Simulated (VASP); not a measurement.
# Bi (P6_3/mmc) in VASP: a series of runs, part 2 of 2

VASP 6.6.1. Earlier steps stand in the parts before.

## 4. Single point, PBEsol (strain +0.030 along x and y, +0.030 along z)

File INCAR:

```
SYSTEM = Bi
PREC     = Accurate       ! precision mode
ENCUT    = 520            ! plane-wave cutoff, eV
EDIFF    = 1E-6           ! SCF threshold, eV
ISMEAR   = 0              ! smearing method
SIGMA    = 0.15           ! smearing width, eV
LREAL    = .FALSE.        ! projectors in reciprocal space
LASPH    = .TRUE.         ! aspherical terms in the spheres
NELM     = 100            ! most SCF steps
ALGO     = Fast           ! electronic algorithm
ISIF     = 2              ! what is computed and relaxed
LWAVE    = .FALSE.        ! write WAVECAR
LCHARG   = .FALSE.        ! write CHGCAR
GGA      = PS             ! functional
NBANDS   = 22             ! bands
```

File KPOINTS:

```
regular mesh
0
G
  12 12 4
  0 0 0
```

File POSCAR:

```
Bi
1.0
    4.6751703087      0.0000000000      0.0000000000
   -2.3375851544      4.0488162543      0.0000000000
    0.0000000000      0.0000000000     12.1838700000
Bi
2
Direct
    0.3333333333      0.6666666667      0.2500000000
    0.6666666667      0.3333333333      0.7500000000
```

Potentials or basis: VASP PAW PBE potentials, release 64 (Bi_d).

Launch:

```
> cat potpaw_PBE.64/Bi_d/POTCAR > POTCAR
> mpirun -np 1 vasp_std > vasp.out
```

OUTCAR:

```text
SYSTEM = Bi
   PREC = Accurate
   ENCUT = 520
   EDIFF = 1E-6
   ISMEAR = 0
   LREAL = .FALSE.
   LASPH = .TRUE.
   NELM = 100
   ISIF = 2
   GGA = PS

 ion  position               nearest neighbor table
   1  0.333  0.667  0.250-
   2  0.667  0.333  0.750-

  LATTYP: Found a hexagonal cell.
 ALAT       =     4.6751703087
 C/A-ratio  =     2.6060804624

  Lattice vectors:

 A1 = (   4.6751703087,   0.0000000000,   0.0000000000)
 A2 = (  -2.3375851544,   4.0488162543,   0.0000000000)
 A3 = (   0.0000000000,   0.0000000000,  12.1838700000)

Analysis of symmetry for initial positions (statically):
=====================================================================
 Subroutine PRICEL returns:
 Original cell was already a primitive cell.

 Routine SETGRP: Setting up the symmetry group for a
 hexagonal supercell.

 Subroutine GETGRP returns: Found 24 space group operations
 (whereof 12 operations were pure point group operations)
 out of a pool of 24 trial point group operations.

The static configuration has the point symmetry D_3d.
 The point group associated with its full space group is D_6h.
[... 160 lines left out ...]
  free energy    TOTEN  =        -3.01718046 eV

  energy without entropy =       -2.91123633  energy(sigma->0) =       -2.96420839

 E-fermi :  -1.4508     XC(G=0):  -5.1380

 val. band max:       -1.4536659581   @ k =   0.2500   0.1667   0.5000
 cond. band min:      -1.4486551788   @ k =   0.1667   0.1667   0.0000
 fundamental gap:      0.0050107793
 Fermi energy:        -1.4508053240

 k-point     1 :       0.0000    0.0000    0.0000
  band No.  band energies     occupation
      1     -24.2350      2.00000
      2     -24.2350      2.00000
      3     -24.2350      2.00000
      4     -24.2350      2.00000
      5     -24.2166      2.00000
      6     -24.2166      2.00000
[... 589 lines left out ...]
     21       4.0134      0.00000
     22       4.3157      0.00000

 [... further k-points ...]

------------------------ aborting loop because EDIFF is reached ----------------------------------------

  FORCE on cell =-STRESS in cart. coord.  units (eV):
  Direction    XX          YY          ZZ          XY          YZ          ZX
  --------------------------------------------------------------------------------------
  -------------------------------------------------------------------------------------
  Total       -6.2210888     -6.2210888     -0.3909326      0.0000000     -0.0000000     -0.0000000
  in kB      -43.2181552    -43.2181552     -2.7158242      0.0000000     -0.0000000     -0.0000000
  external PRESSURE =     -29.7173782 kB  Pullay stress =       0.0000000 kB

 VOLUME and BASIS-vectors are now :
 -----------------------------------------------------------------------------
  energy-cutoff  :      520.00
  volume of cell :      230.63
      direct lattice vectors                 reciprocal lattice vectors
     4.675170309  0.000000000  0.000000000     0.213895951  0.123492885  0.000000000
    -2.337585154  4.048816254  0.000000000     0.000000000  0.246985770  0.000000000
     0.000000000  0.000000000 12.183870000     0.000000000  0.000000000  0.082075728

 POSITION                                       TOTAL-FORCE (eV/Angst)
 -----------------------------------------------------------------------------------
     -0.00000      2.69921      3.04597         0.000000     -0.000000      0.000000
      2.33759      1.34961      9.13790        -0.000000      0.000000      0.000000
 -----------------------------------------------------------------------------------
    total drift:                               -0.000000      0.000000      0.000000

  FREE ENERGIE OF THE ION-ELECTRON SYSTEM (eV)
  ---------------------------------------------------
  free  energy   TOTEN  =        -3.0171804628 eV

  energy  without entropy=       -2.9112363268  energy(sigma->0) =       -2.96420839
```

OSZICAR:

```text
N       E                     dE             d eps       ncg     rms          rms(c)
DAV:   1     0.255896788545E+03    0.25590E+03   -0.14093E+04  2780   0.114E+03
DAV:   2     0.165567668180E+02   -0.23934E+03   -0.23519E+03  2778   0.310E+02
DAV:   3    -0.237643501686E+01   -0.18933E+02   -0.18742E+02  3066   0.114E+02
DAV:   4    -0.300208845915E+01   -0.62565E+00   -0.62449E+00  3136   0.228E+01
DAV:   5    -0.302437532574E+01   -0.22287E-01   -0.22286E-01  3516   0.396E+00    0.714E-01
RMM:   6    -0.301380014404E+01    0.10575E-01   -0.31279E-02  2714   0.135E+00    0.469E-01
RMM:   7    -0.301595828403E+01   -0.21581E-02   -0.52097E-02  2806   0.130E+00    0.120E-01
RMM:   8    -0.301672702162E+01   -0.76874E-03   -0.56248E-03  2740   0.108E+00    0.593E-02
RMM:   9    -0.301701326266E+01   -0.28624E-03   -0.13106E-03  2976   0.305E-01    0.335E-02
RMM:  10    -0.301715148079E+01   -0.13822E-03   -0.50364E-04  3010   0.275E-01    0.455E-03
RMM:  11    -0.301717386509E+01   -0.22384E-04   -0.23214E-04  3973   0.120E-01    0.406E-03
RMM:  12    -0.301717940807E+01   -0.55430E-05   -0.25495E-05  3272   0.393E-02    0.154E-03
RMM:  13    -0.301718090772E+01   -0.14997E-05   -0.57805E-06  2569   0.252E-02    0.190E-03
RMM:  14    -0.301718046281E+01    0.44491E-06   -0.26087E-06  2005   0.168E-02
   1 F= -.30171805E+01 E0= -.29642084E+01  d E =-.105944E+00
```

Run time: 5.4 min. Hardware: 1 thread of Intel Xeon Platinum 8375C at 2.90GHz (Ice Lake), shared host; peak memory 0.48 GiB.

What came out:

```yaml
Free_energy: -3.0172 eV
Pressure: -3.0 GPa
Band_gap_on_the_k_mesh: zero (bands 15 and 16 overlap by 1.85 eV)
```

Stress tensor (GPa, compression positive):
```
-4.32  0.00  0.00
 0.00 -4.32  0.00
 0.00  0.00 -0.27
```

Caveat: the cell differs from its parent crystal (strain +0.030 along x and y, +0.030 along z); the PAW data sets were made with another functional, which shifts forces and pressure a little; spin-orbit coupling is left out, which moves the levels of the heavy elements.

## 5. Overview

```tsv
cell	gap on the mesh (eV)	pressure (GPa)
a = 4.675, b = 4.675, c = 11.474 Å, angles 90.0, 90.0, 120.0°, 2 atoms	none	-3.2
a = 4.675, b = 4.675, c = 11.829 Å, angles 90.0, 90.0, 120.0°, 2 atoms	none	-3.1
a = 4.675, b = 4.675, c = 12.184 Å, angles 90.0, 90.0, 120.0°, 2 atoms	none	-3.0
```

Alike in all rows: task single point; level PBEsol; potentials or basis VASP PAW PBE potentials, release 64 (Bi_d); no spin polarisation; k mesh 12 × 12 × 4; cutoff (eV) 520; smearing gaussian 0.15 eV.

Caveats: the PAW data sets were made with another functional, which shifts forces and pressure a little; spin-orbit coupling is left out, which moves the levels of the heavy elements; the cell stands under tension (at least some runs).

Total energies depend on the potentials used, so only differences within one code and one set of settings carry meaning.
